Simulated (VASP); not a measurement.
Write the native input for VASP 6.6.1 that does the following.

| Quantity | Value |
| --- | --- |
| Task | single point |
| Functional | PBE |
| Potentials or basis | VASP PAW PBE potentials, release 64 (Mo_sv) |
| Cutoff | 520 eV |
| k mesh | 10 × 10 × 13 |
| Occupations | fermi-dirac, width 0.1 eV |
| Spin | no spin polarisation |
| Dipole correction | no |
| Further INCAR settings | ALGO = Normal; EDIFF = 1e-06; NBANDS = 28 |

The structure of Mo lies in POSCAR:

```
Mo
1.0
    0.0000000000      3.1608399299     -3.1608399299
   -3.1608399299      0.0000000000      3.1608399299
    1.5804199649      1.5804199649      1.5804199649
Mo
3
Direct
    0.0000000000      0.0000000000      0.0000000000
    0.3333333330      0.6666666670      0.3333333330
    0.6666666670      0.3333333330      0.6666666670
```

These files were run (other wordings do the same):

INCAR

```
PREC     = Accurate       # precision mode
ENCUT    = 520            # plane-wave cutoff, eV
EDIFF    = 1E-6           # SCF threshold, eV
ISMEAR   = -1             # smearing method
SIGMA    = 0.1            # smearing width, eV
LREAL    = F              # projectors in reciprocal space
LASPH    = T              # aspherical terms in the spheres
NELM     = 80             # most SCF steps
ALGO     = Normal         # electronic algorithm
ISIF     = 2              # what is computed and relaxed
LWAVE    = F              # write WAVECAR
LCHARG   = T              # write CHGCAR
GGA      = PE             # functional
LELF     = T              # ELF
LVHAR    = T            
NBANDS   = 28             # bands
```

KPOINTS

```
Automatic mesh
0
Gamma
  10 10 13
```

Potentials or basis: VASP PAW PBE potentials, release 64 (Mo_sv).

Run with:

```bash
$ cat potpaw_PBE.64/Mo_sv/POTCAR > POTCAR
$ mpirun -np 1 vasp_std > vasp.out
```

It gave:

```
Pressure               : 0.5 GPa
Band gap on the k mesh : zero (bands 21 and 22 overlap by 3.26 eV)
```

Wall time 79 s on 1 thread of AMD EPYC 9R45 96-Core Processor (Zen 5), on a shared host, peak memory 0.23 GiB.
